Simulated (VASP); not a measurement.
# Al (P6_3/mmc) in VASP: further runs

Runs on Al. Level: PBE. Tasks: single point, relaxation of shape and atoms at fixed volume.

Everything below comes from runs of VASP 6.6.1. Logs are shortened: lines on timing, memory, paths and dates and some standing lists are left out, and cuts for length are marked.

**1. The cell of the first run**

Symmetry: P6_3/mmc, No. 194, hexagonal system. The conventional cell has a = 2.795 Å, b = 2.795 Å, c = 4.624 Å, α = 90.00°, β = 90.00°, γ = 120.00°. Al (site symmetry -6m2) has 12 Al at 2.79 to 2.82 Å within 3.7 Å.

**2. Single point, PBE (volume scaled by 0.94, then relaxed in part)**

INCAR reads:

```
PREC = Accurate
ENCUT = 520
EDIFF = 1E-6
ISMEAR = 0
SIGMA = 0.1
LREAL = F
LASPH = T
NELM = 100
ALGO = Fast
ISIF = 2
LWAVE = F
LCHARG = T
GGA = PE
LELF = T
LVHAR = T
NBANDS = 10
```

KPOINTS reads:

```
regular mesh
0
Gamma
  22 22 12
```

POSCAR reads:

```
Al
1.0
    1.3973644720     -2.4202932245      0.0000000000
    1.3973644720      2.4202932245      0.0000000000
    0.0000000000      0.0000000000      4.6244907900
Al
2
Direct
    0.3333320663      0.6666679337      0.7500000000
    0.6666679337      0.3333320663      0.2500000000
```

Potentials or basis: VASP PAW PBE potentials, release 64 (Al).

Command:

```
$ cat potpaw_PBE.64/Al/POTCAR > POTCAR
$ mpirun -np 1 vasp_std > vasp.out
```

OUTCAR:

```text
PREC = Accurate
   ENCUT = 520
   EDIFF = 1E-6
   ISMEAR = 0
   LREAL = F
   LASPH = T
   NELM = 100
   ISIF = 2
   GGA = PE

 ion  position               nearest neighbor table
   1  0.333  0.667  0.750-   2 2.82   2 2.82   2 2.82   2 2.82   2 2.82   2 2.82
   2  0.667  0.333  0.250-   1 2.82   1 2.82   1 2.82   1 2.82   1 2.82   1 2.82

  LATTYP: Found a hexagonal cell.
 ALAT       =     2.7947176530
 C/A-ratio  =     1.6547255802

  Lattice vectors:

 A1 = (   1.3973644720,  -2.4202932245,   0.0000000000)
 A2 = (   1.3973644720,   2.4202932245,   0.0000000000)
 A3 = (   0.0000000000,   0.0000000000,   4.6244907900)

Analysis of symmetry for initial positions (statically):
=====================================================================
 Subroutine PRICEL returns:
 Original cell was already a primitive cell.

 Routine SETGRP: Setting up the symmetry group for a
 hexagonal supercell.

 Subroutine GETGRP returns: Found 24 space group operations
 (whereof 12 operations were pure point group operations)
 out of a pool of 24 trial point group operations.

The static configuration has the point symmetry D_3d.
 The point group associated with its full space group is D_6h.

Analysis of symmetry for dynamics (positions and initial velocities):
=====================================================================
 Subroutine PRICEL returns:
 Original cell was already a primitive cell.

 Routine SETGRP: Setting up the symmetry group for a
 hexagonal supercell.

 Subroutine GETGRP returns: Found 24 space group operations
 (whereof 12 operations were pure point group operations)
 out of a pool of 24 trial point group operations.

The dynamic configuration has the point symmetry D_3d.
 The point group associated with its full space group is D_6h.

 Subroutine INISYM returns: Found 24 space group operations
 (whereof 12 operations are pure point group operations),
 and found     1 'primitive' translations

----------------------------------------------------------------------------------------

                                     Primitive cell

  volume of cell :      31.2803

  direct lattice vectors                    reciprocal lattice vectors
     1.397364472 -2.420293224  0.000000000     0.357816454 -0.206586539  0.000000000
     1.397364472  2.420293224  0.000000000     0.357816454  0.206586539  0.000000000
     0.000000000  0.000000000  4.624490790     0.000000000  0.000000000  0.216240024

  length of vectors
     2.794717653  2.794717653  4.624490790     0.413171408  0.413171408  0.216240024

  position of ions in fractional coordinates (direct lattice)
     0.333332066  0.666667934  0.750000000
     0.666667934  0.333332066  0.250000000

  ion indices of the primitive-cell ions
   primitive index   ion index
                 1           1
                 2           2

----------------------------------------------------------------------------------------

 KPOINTS: regular mesh

Automatic generation of k-mesh.
 Grid dimensions read from file:
 generate k-points for:   22   22   12

 Generating k-lattice:

  Cartesian coordinates                     Fractional coordinates (reciprocal lattice)
     0.016264384 -0.009390297  0.000000000     0.045454545 -0.000000000  0.000000000
     0.016264384  0.009390297  0.000000000    -0.000000000  0.045454545  0.000000000
     0.000000000  0.000000000  0.018020002     0.000000000  0.000000000  0.083333333

  Length of vectors
     0.018780519  0.018780519  0.018020002

  Shift w.r.t. Gamma in fractional coordinates (k-lattice)
     0.000000000  0.000000000  0.000000000

 Subroutine IBZKPT returns following result:
 ===========================================

 Found    364 irreducible k-points:

 Following reciprocal coordinates:
            Coordinates               Weight
  0.000000  0.000000  0.000000      1.000000
  0.045455 -0.000000  0.000000      6.000000
  0.090909 -0.000000  0.000000      6.000000
  0.136364  0.000000  0.000000      6.000000
  0.181818 -0.000000  0.000000      6.000000
  0.227273  0.000000  0.000000      6.000000
[... 16 lines left out ...]
  0.090909  0.090909  0.000000      6.000000
  0.136364  0.090909  0.000000     12.000000
 [... further k-points ...]
   k-points           NKPTS =    364   k-points in BZ     NKDIM =    364   number of bands    NBANDS=     10
   number of dos      NEDOS =    301   number of ions     NIONS =      2
   total plane-waves  NPLWV =  20736
   dimension x,y,z NGX =    24 NGY =   24 NGZ =   36
   dimension x,y,z NGXF=    48 NGYF=   48 NGZF=   72
   ions per type =               2
   NGX,Y,Z   is equivalent  to a cutoff of  14.28, 14.28, 12.94 a.u.
   NGXF,Y,Z  is equivalent  to a cutoff of  28.55, 28.55, 25.88 a.u.
 SYSTEM =  unknown system
   PREC   = accura    normal or accurate (medium, high low for compatibility)
   ISTART =      0    job   : 0-new  1-cont  2-samecut
   ICHARG =      2    charge: 1-file 2-atom 10-const
   ISPIN  =      1    spin polarized calculation?
   LNONCOLLINEAR =      F non collinear calculations
   LSORBIT =      F    spin-orbit coupling
   LASPH  =      T    aspherical Exc in radial PAW
   ENCUT  =  520.0 eV  38.22 Ry    6.18 a.u.   5.20  5.20  8.60*2*pi/ulx,y,z
   NELM   =    100;   NELMIN=  2; NELMDL= -5     # of ELM steps
   EDIFF  = 0.1E-05   stopping-criterion for ELM
   LREAL  =      F    real-space projection
   EDIFFG = 0.1E-04   stopping-criterion for IOM
   NSW    =      0    number of steps for IOM
   IBRION =     -1    ionic relax: 0-MD 1-quasi-New 2-CG
   NFREE  =      0    steps in history (QN), initial steepest desc. (CG)
   ISIF   =      2    stress and relaxation
   ISYM   =      2    0-nonsym 1-usesym 2-fastsym
   POTIM  = 0.5000    time-step for ionic-motion
   TEBEG  =    0.0;   TEEND  =   0.0 temperature during run
   PSTRESS=    0.0 pullay stress
   NELECT =       6.0000    total number of electrons
   NUPDOWN=      -1.0000    fix difference up-down
   EMIN   =  10.00;   EMAX   =-10.00  energy-range for DOS
   EFERMI =   0.00;   METHOD = LEGACY
   ISMEAR =     0;   SIGMA  =   0.10  broadening in eV -4-tet -1-fermi 0-gaus
   EFERMI_NEDOS =   21; number of points for ismear=-14 and -15
   IALGO  =     68    algorithm
   IMIX   =      4    mixing-type and parameters
     AMIX     =   0.40;   BMIX     =  1.00
     AMIX_MAG =   1.60;   BMIX_MAG =  1.00
  volume/ion in A,a.u.               =      15.64       105.55
  Fermi-wavevector in a.u.,A,eV,Ry     =   0.944136  1.784159 12.128144  0.891393
  Thomas-Fermi vector in A             =   2.071912
   LORBIT       =      0    0 simple, 1 ext, 2 COOP (PROOUT), +10 PAW based schemes
   GGA     = PE    functional components
   LHFCALC =     F    Hartree Fock is set to
   AEXX    =    0.0000 exact exchange contribution
   IVDW    =     0    specifies the selected vdW correction
   LEPSILON=     F    determine dielectric tensor
   LRPA    =     F    only Hartree local field effects (RPA)
 non-spin polarized calculation
 RMM-DIIS sequential band-by-band and
 Gauss-broadening in eV      SIGMA  =   0.10
  energy-cutoff  :      520.00
  volume of cell :       31.28
 maximum number of plane-waves:       857
 NGX is ok and might be reduce to    24
   NGX = 11   NGY = 11   NGZ = 17

 number of electron       6.0000000 magnetization

 Free energy of the ion-electron system (eV)
  ---------------------------------------------------
  ext. energy  EPLUGINS =         0.00000000
  ---------------------------------------------------
  free energy    TOTEN  =        -7.39930562 eV

  energy without entropy =       -7.39546764  energy(sigma->0) =       -7.39738663

 E-fermi :   8.5731     XC(G=0): -10.3935

 val. band max:        8.5617926224   @ k =   0.2273   0.2273   0.1667
 cond. band min:       8.5941049887   @ k =   0.2273   0.2273   0.0833
 fundamental gap:      0.0323123662
 Fermi energy:         8.5731318410

 k-point     1 :       0.0000    0.0000    0.0000
  band No.  band energies     occupation
      1      -2.9421      2.00000
      2       3.6907      2.00000
      3       3.9473      2.00000
      4      19.8150      0.00000
      5      19.8151      0.00000
      6      20.0276      0.00000
      7      20.0278      0.00000
      8      20.7747      0.00000
      9      23.1532      0.00000
     10      23.3093      0.00000

 k-point     2 :       0.0455   -0.0000    0.0000
  band No.  band energies     occupation
      1      -2.8900      2.00000
      2       3.7390      2.00000
      3       3.9981      2.00000
      4      18.4725      0.00000
      5      18.9874      0.00000
      6      19.9895      0.00000
      7      20.9388      0.00000
      8      21.3689      0.00000
      9      23.1418      0.00000
     10      23.8006      0.00000

 k-point     3 :       0.0909   -0.0000    0.0000
  band No.  band energies     occupation
      1      -2.7335      2.00000
      2       3.8839      2.00000
      3       4.1501      2.00000
      4      16.7306      0.00000
      5      18.1500      0.00000
      6      19.3896      0.00000
      7      21.6538      0.00000
      8      22.0082      0.00000
      9      22.5623      0.00000
     10      23.1222      0.00000

 k-point     4 :       0.1364    0.0000    0.0000
  band No.  band energies     occupation
      1      -2.4732      2.00000
      2       4.1254      2.00000
      3       4.4018      2.00000
      4      14.9678      0.00000
      5      17.3997      0.00000
      6      18.6345      0.00000
      7      20.9706      0.00000
      8      20.9890      0.00000
      9      22.7708      0.00000
     10      22.7977      0.00000
[... 222 lines left out ...]
 k-point    22 :       0.4545    0.0455    0.0000
  band No.  band energies     occupation
      1       2.7192      2.00000
      2       3.8087      2.00000
      3       8.9505      0.00000
      4       9.4562      0.00000
      5      10.2952      0.00000
      6      10.6366      0.00000
      7      13.8290      0.00000
      8      17.2681      0.00000
      9      19.6467      0.00000
     10      19.8518      0.00000

 k-point    23 :       0.0909    0.0909    0.0000
  band No.  band energies     occupation
      1      -2.3173      2.00000
      2       4.2703      2.00000
      3       4.5519      2.00000
      4      15.0065      0.00000
      5      15.1784      0.00000
      6      20.5700      0.00000
      7      20.6598      0.00000
      8      20.8297      0.00000
      9      21.1311      0.00000
     10      21.9327      0.00000

 k-point    24 :       0.1364    0.0909    0.0000
  band No.  band energies     occupation
      1      -1.9542      2.00000
      2       4.6084      2.00000
      3       4.8990      2.00000
      4      13.3741      0.00000
      5      14.3968      0.00000
      6      19.2795      0.00000
      7      19.3601      0.00000
      8      20.5288      0.00000
      9      20.7755      0.00000
     10      20.9228      0.00000

 [... further k-points ...]

------------------------ aborting loop because EDIFF is reached ----------------------------------------

  FORCE on cell =-STRESS in cart. coord.  units (eV):
  Direction    XX          YY          ZZ          XY          YZ          ZX
  --------------------------------------------------------------------------------------
  -------------------------------------------------------------------------------------
  Total        1.0294540      1.0294429      1.0323392      0.0000000      0.0000000      0.0000000
  in kB       52.7285625     52.7279944     52.8763443      0.0000000      0.0000000      0.0000000
  external PRESSURE =      52.7776337 kB  Pullay stress =       0.0000000 kB

 VOLUME and BASIS-vectors are now :
 -----------------------------------------------------------------------------
  energy-cutoff  :      520.00
  volume of cell :       31.28
      direct lattice vectors                 reciprocal lattice vectors
     1.397364472 -2.420293224  0.000000000     0.357816454 -0.206586539  0.000000000
     1.397364472  2.420293224  0.000000000     0.357816454  0.206586539  0.000000000
     0.000000000  0.000000000  4.624490790     0.000000000  0.000000000  0.216240024

 POSITION                                       TOTAL-FORCE (eV/Angst)
 -----------------------------------------------------------------------------------
      1.39736      0.80677      3.46837         0.000000     -0.000000      0.000000
      1.39736     -0.80677      1.15612        -0.000000      0.000000      0.000000
 -----------------------------------------------------------------------------------
    total drift:                               -0.000000     -0.000052     -0.000002

  FREE ENERGIE OF THE ION-ELECTRON SYSTEM (eV)
  ---------------------------------------------------
  free  energy   TOTEN  =        -7.3993056220 eV

  energy  without entropy=       -7.3954676371  energy(sigma->0) =       -7.39738663
```

It took 30 s on 1 thread of Intel Xeon 6975P-C (Granite Rapids), shared host; peak memory 0.2 GiB.

Results:

| Item | Value |
| --- | --- |
| Free energy | -7.3993 eV |
| Pressure | 5.3 GPa |
| Band gap on the k mesh | zero (band 3 reaches 12.79 eV, above the bottom of band 4 at 5.32 eV) |

Levels at points of the mesh, in eV from the Fermi level:
```csv
k point,band 1,band 2,band 3,band 4,band 5,band 6,band 7,band 8
"(0.00, 0.00, 0.00)",-11.52,-4.88,-4.63,11.24,11.24,11.45,11.45,12.20
"(0.50, 0.00, 0.00)",-5.41,-5.30,0.59,1.11,1.41,1.80,6.01,7.80
"(0.00, 0.00, 0.50)",-9.80,-9.80,3.30,3.30,12.32,12.32,12.32,12.32
"(0.50, 0.00, 0.50)",-4.08,-4.08,-3.25,-3.25,7.48,7.48,7.69,7.69
```

(Continued in part 2 of 2.)
